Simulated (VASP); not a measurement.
Al:

```
Al
1.0
    -1.59122    1.59122    1.59122
     1.59122   -1.59122    1.59122
     1.59122    1.59122   -1.59122
Al
1
Direct
  0.00000 0.00000 0.00000
```

Base run:

```yaml
Program: VASP 6.6.1
Functional: RPBE
Potentials_or_basis: VASP PAW PBE potentials, release 64 (Al)
Cutoff: 520 eV
k_mesh: 12 × 12 × 12
Occupations: fermi-dirac, width 0.05 eV
Spin: no spin polarisation
```

Its results: pressure 5.1 GPa.

The run is repeated on the same cell with these changes: functional from RPBE to PBEsol. What comes out?

Pressure 2.3 GPa.

PBEsol binds more tightly than RPBE, so the same cell stands under less pressure.

Caveats: the PAW data sets were made with another functional, which shifts forces and pressure a little.
